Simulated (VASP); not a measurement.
**NbP: single point with PBE**

NbP:

```xyz
4
Lattice="-1.6692 1.6692 5.7320 1.6692 -1.6692 5.7320 1.6692 1.6692 -5.7320" Properties=species:S:1:pos:R:3 pbc="T T T"
Nb    0.0000    0.0000    8.5960
Nb    1.6692    0.0000    5.7300
P     0.0000    0.0000    3.8153
P     1.6692    0.0000    0.9493
```

```
Program                : VASP 6.6.1
Task                   : single point
Functional             : PBE
Potentials or basis    : VASP PAW PBE potentials, release 64 (Nb_sv, P)
Cutoff                 : 520 eV
k mesh                 : 10 × 10 × 10
Occupations            : fermi-dirac, width 0.02 eV
Spin                   : non-collinear spin, zero start, spin-orbit coupling
Starting moments       : [[0.0, 0.0, 0.0], [0.0, 0.0, 0.0], [0.0, 0.0, 0.0], [0.0, 0.0, 0.0]] μB
Dipole correction      : no
Further INCAR settings : ALGO = Normal; EDIFF = 1e-06; NBANDS = 50
```

* Pressure: 0.1 GPa
* Largest force: 0.017 eV/Å
* Net moment: 0.00 μB per cell
* Valence electrons inside the program's atomic spheres: Nb 10.65; P 2.56

Forces on the atoms (eV/Å):
```
Nb   0.000  0.000  0.017
Nb   0.000  0.000  0.017
P    0.000  0.000 -0.017
P    0.000  0.000 -0.017
```

Stress tensor (GPa, compression positive):
```
 0.33  0.00  0.00
 0.00  0.33  0.00
 0.00  0.00 -0.33
```

Moments on the atoms (μB; x, y, z):
```
Nb  0.00 0.00 0.00
Nb  0.00 0.00 0.00
P   0.00 0.00 0.00
P   0.00 0.00 0.00
```

It took 110 min on 1 thread of Oxide Virtual Turin-like Processor, with other jobs on the host, peak memory 1.2 GiB.
